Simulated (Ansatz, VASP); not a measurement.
## Two plane-wave programs on LiSi2N2

```xyz
5
Lattice="3.4222 0.0000 0.0000 -1.7111 2.9637 0.0000 0.0000 0.0000 5.6145" Properties=species:S:1:pos:R:3 pbc="T T T"
Li    0.0000    0.0000    0.0000
Si    0.0000    1.9758    1.2717
Si    1.7111    0.9879    4.3428
N     0.0000    1.9758    3.4080
N     1.7111    0.9879    2.2065
```

Change from the starting cell: species swapped into the Y2H2C type (P-3m1, No. 164).

Alike in both runs: task relaxation of cell and atoms; functional PBE; k mesh 6 × 6 × 4; occupations gaussian, width 0.1 eV; no spin polarisation.

```csv
,VASP,Ansatz
version,VASP 6.6.1,Ansatz 0.2.0
potentials or method,"VASP PAW PBE potentials, release 64 (Li_sv, Si, N_h), cutoff 910 eV","scalar-relativistic, plane waves, PAW"
valence electrons in the cell,21,21
```

VASP gave:

```
gap on the k mesh at the Fermi level, each at its own relaxed structure (eV) : none
relaxed volume (Å³/atom)                                                     : 11.88
relaxed cell length with the largest relative difference (Å)                 : 7.048
```

Q: Which values does Ansatz return?

A: gap on the k mesh at the Fermi level, each at its own relaxed structure (eV): none; relaxed volume (Å³/atom): 13.26; relaxed cell length with the largest relative difference (Å): 9.114.

A gap of «none» marks a metal or a gap that the smearing closes. One of these differences is far larger than is usual between the two programs; its cause wasn't traced.

Noted on VASP's run: the cutoff is short for stress, so the pressure is rough.
